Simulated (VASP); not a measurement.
A run of VASP 6.6.1 is set up as follows.

The input INCAR:

```
ALGO = Normal
EDIFF = 1E-7
ENCUT = 520
GGA = PE
ISIF = 2
ISMEAR = -1
ISYM = 0
LASPH = True
LCHARG = False
LREAL = Auto
LWAVE = False
NBANDS = 75
NELM = 60
PREC = Accurate
SIGMA = 0.05
```

KPOINTS

```
Automatic mesh
0
Gamma
  1 1 1
  0.25 0.25 0.25
```

The input POSCAR:

```
TiSi2
1.0
    6.6632510000      0.2460850000     -0.0945350000
    0.2460850000      6.4484990000     -0.0081680000
   -0.0945350000     -0.0081680000      6.7432540000
Ti Si
6 12
Direct
    0.5164177914      0.2680794794      0.8748686063
    0.5075805814      0.7380446817      0.7494318736
    0.1698370299      0.4232479443      0.5512109781
    0.7655205855      0.8459285660      0.3701818192
    0.1883007080     -0.0084610064      0.7372904681
    0.1043397355      0.7160040551      0.0723404573
    0.4208689740      0.9496036991      0.1108038065
    0.6024350590      0.4578031547      0.5235574004
    0.2933468734      0.7682851902      0.3864527274
    0.9125495661      0.6906546889      0.7131281338
    0.0599010718      0.1356817888      0.2592598465
    0.3439821006      0.3554750043      0.2141338392
    0.4780833015      0.0994445084      0.5149292712
    0.7735652944      0.9289783225      0.9775464323
    0.7471061985      0.5503977067      1.0386496390
    0.8360529317      0.2265112101      0.6541867483
    0.0789297710      0.3473174343      0.9196327937
    0.7384035923      0.2537138919      0.2456937435
```

Potentials or basis: VASP PAW PBE potentials, release 64 (Ti_sv, Si).

Run with:

```console
$ cat potpaw_PBE.64/Ti_sv/POTCAR potpaw_PBE.64/Si/POTCAR > POTCAR
$ mpirun -np 1 vasp_std > vasp.out
```

**Question.** Predict the largest force.

**Answer.** 2.218 eV/Å.

**Question.** Predict the pressure.

**Answer.** -3.8 GPa.

**Question.** Estimate the band gap on the k mesh.

**Answer.** 0.19 eV.

Stress tensor (GPa, compression positive):
```
-2.16  1.99  2.60
 1.99 -4.14  0.15
 2.60  0.15 -5.25
```

Caveat: the k points lie up to 0.98 Å⁻¹ apart.
